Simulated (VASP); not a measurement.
Wanted: the native input for a VASP 6.6.1 run.

* Task: single point
* Functional: PBE
* Potentials or basis: VASP PAW PBE potentials, release 64 (Ba_sv, Zr_sv, O)
* Cutoff: 520 eV
* k mesh: 6 × 6 × 6
* Occupations: fermi-dirac, width 0.02 eV
* Spin: no spin polarisation
* Dipole correction: no
* Further INCAR settings: ALGO = Normal; EDIFF = 1e-07; NBANDS = 28

The structure of BaZrO3 lies in POSCAR:

```
BaZrO3
1.0
    4.2272056373      0.0000000000      0.0000000000
    0.0000000000      4.2272056373      0.0000000000
    0.0000000000      0.0000000000      4.2272056373
Ba Zr O
1 1 3
Direct
    0.0000000000      0.0000000000      0.0000000000
    0.5000000000      0.5000000000      0.5000000000
    0.0000000000      0.5000000000      0.5000000000
    0.5000000000      0.0000000000      0.5000000000
    0.5000000000      0.5000000000      0.0000000000
```

One way to write it, as run:

INCAR

```
ALGO = Normal
EDIFF = 1E-7
ENCUT = 520
GGA = PE
ISIF = 2
ISMEAR = -1
LASPH = True
LCHARG = False
LREAL = False
LWAVE = False
NBANDS = 28
NELM = 60
PREC = Accurate
SIGMA = 0.02
```

KPOINTS

```
k-points
0
Gamma
  6 6 6
```

Potentials or basis: VASP PAW PBE potentials, release 64 (Ba_sv, Zr_sv, O).

Launch:

```console
$ cat potpaw_PBE.64/Ba_sv/POTCAR potpaw_PBE.64/Zr_sv/POTCAR potpaw_PBE.64/O/POTCAR > POTCAR
$ mpirun -np 1 vasp_std > vasp.out
```

It gave:

```json
{"Pressure": "0.9 GPa", "Band gap on the k mesh": "3.13 eV (least direct gap 3.38 eV)"}
```

Caveat: spin-orbit coupling is left out, which moves the levels of the heavy elements.

Wall time 27 s on 1 thread of Intel(R) Xeon(R) Platinum 8259CL CPU @ 2.50GHz (Skylake/Cascade Lake), with other jobs on the host, peak memory 0.2 GiB.
